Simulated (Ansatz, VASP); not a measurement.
**TiO2: VASP beside Ansatz**

INCAR

```
ALGO = Normal
EDIFF = 1E-8
ENCUT = 520
GGA = CA
ISIF = 2
ISMEAR = -1
LASPH = T
LCHARG = F
LEFG = T
LREAL = F
LWAVE = F
NBANDS = 33
NELM = 100
PREC = Accurate
SIGMA = 0.05
```

The input KPOINTS:

```
k-points
0
Gamma
  7 7 10
```

The input POSCAR:

```
TiO2
1.0
    4.5940000000      0.0000000000      0.0000000000
    0.0000000000      4.5940000000      0.0000000000
    0.0000000000      0.0000000000      3.0181800000
Ti O
2 4
Direct
    0.0000000000      0.0000000000      0.0000000000
    0.5000000000      0.5000000000      0.5000000000
    0.3060000000      0.3060000000      0.0000000000
    0.1940000000      0.8060000000      0.5000000000
    0.6940000000      0.6940000000      0.0000000000
    0.8060000000      0.1940000000      0.5000000000
```

Input for Ansatz:

```yaml
crystal:
  lattice:
    - [4.594, 0.0, 0.0]
    - [0.0, 4.594, 0.0]
    - [0.0, 0.0, 3.01818]
  atoms:
    - { symbol: Ti, position: [0.0, 0.0, 0.0] }
    - { symbol: Ti, position: [0.5, 0.5, 0.5] }
    - { symbol: O, position: [0.306, 0.306, 0.0] }
    - { symbol: O, position: [0.194, 0.806, 0.5] }
    - { symbol: O, position: [0.694, 0.694, 0.0] }
    - { symbol: O, position: [0.806, 0.194, 0.5] }
kpoints:
  mp_grid: { grid: [7, 7, 10] }
scf:
  occupations: { method: fermi_dirac, width: 0.05 }
hamiltonian:
  xc: lda
  pseudopotentials: { kind: all_electron, datasets: crystal }
output:
  forces: true
  stress: true
  eigenvalues: true
  efg: { contact_densities: true }
```

Change from the starting cell: zz strain of +2 %, crystal datasets.

Alike in both runs: task electric field gradients; functional LDA; k mesh 7 × 7 × 10; occupations fermi-dirac, width 0.05 eV; no spin polarisation.

|  | VASP | Ansatz |
| --- | --- | --- |
| version | VASP 6.6.1 | Ansatz 0.2.0 |
| potentials or method | VASP PAW LDA potentials, release 64 (Ti_sv, O), cutoff 520 eV | all-electron PAW with datasets made for the crystal, scalar-relativistic |

|  | VASP | Ansatz | Ansatz less VASP |
| --- | --- | --- | --- |
| pressure (GPa) | -11.9 | -12.8 | -0.90 |
| traceless stress, the component that is largest in VASP (GPa) | -5.93 | -6.17 | -0.243 |
| rms of the force components (eV/Å) | 0.018 | 0.006 | -0.0119 |
| size of Vzz on the site where it differs most (V/Å²) | 21.2 | 20.1 | -1.07 |

LDA's correlation is that of Perdew and Zunger in VASP and of Perdew and Wang (1992) in Ansatz. Atom by atom the forces differ by 0.012 eV/Å (rms over components). Ansatz ran all-electron here, and VASP with PAW potentials.
